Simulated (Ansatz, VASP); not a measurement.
## One calculation of TlH3S3, two programs

File INCAR:

```
PREC = Accurate
ENCUT = 520
EDIFF = 1E-6
ISMEAR = 0
SIGMA = 0.01
LREAL = F
LASPH = T
NELM = 150
ALGO = Normal
ISIF = 2
LWAVE = F
LCHARG = F
MAGMOM = 0 0 0 0 0 0 0 0 0 0 0 0 0 0 0 0 0 0 0 0 0
LORBIT = 11
LSORBIT = T
GGA_COMPAT = F
LORBMOM = T
GGA = PE
NBANDS = 51
```

Contents of KPOINTS:

```
Automatic mesh
0
Gamma
  1 1 1
```

POSCAR

```
TlH3S3
1.0
   13.8200000000      0.0000000000      0.0000000000
    0.0000000000     14.1400000000      0.0000000000
    0.0000000000      0.0000000000      9.0000000000
Tl S H
1 3 3
Direct
    0.4749942100      0.5151011300      0.5000766700
    0.6502858200      0.4783635100      0.5000000000
    0.4199015900      0.6818415800      0.5000000000
    0.3547966700      0.3850990100      0.5000000000
    0.6744732300      0.5711237600      0.5003633300
    0.3256150500      0.6559342300      0.5003633300
    0.4248950800      0.3182461100      0.5003633300
```

Input for Ansatz:

```yaml
crystal:
  lattice:
    - [13.82, 0.0, 0.0]
    - [0.0, 14.14, 0.0]
    - [0.0, 0.0, 9.0]
  atoms:
    - { symbol: Tl, position: [0.47499421, 0.51510113, 0.50007667] }
    - { symbol: S, position: [0.65028582, 0.47836351, 0.5] }
    - { symbol: H, position: [0.67447323, 0.57112376, 0.50036333] }
    - { symbol: S, position: [0.41990159, 0.68184158, 0.5] }
    - { symbol: H, position: [0.32561505, 0.65593423, 0.50036333] }
    - { symbol: S, position: [0.35479667, 0.38509901, 0.5] }
    - { symbol: H, position: [0.42489508, 0.31824611, 0.50036333] }
basis:
  ecutwfc: 420
  ecutrho_ratio: 4
kpoints:
  mp_grid: { grid: [1, 1, 1] }
hamiltonian:
  xc: pbe
scf:
  occupations: { method: gaussian, width: 0.01 }
output:
  forces: true
  eigenvalues: true
  populations: true
  write_density: true
  write_potential: true
  elf: true
  volumetric_format: npy
magnetization:
  noncollinear: true
  spin_orbit: true
```

Alike in both runs: task single point; functional PBE; k mesh 1 × 1 × 1; occupations gaussian, width 0.01 eV; non-collinear spin, spin-orbit coupling.

|  | VASP | Ansatz |
| --- | --- | --- |
| version | VASP 6.6.1 | Ansatz 0.2.0 |
| potentials or method | VASP PAW PBE potentials, release 64 (Tl_d, S, H), cutoff 520 eV | plane waves, PAW |
| valence electrons in the cell | 34 | 34 |

VASP gave:

- rms of the force components (eV/Å): 0.074
- net moment per atom (μB): 0.00

Task: Which values does Ansatz return?

Result: rms of the force components (eV/Å): 0.073; net moment per atom (μB): 0.00.

Ansatz's warnings: xc potential rough in thin density.
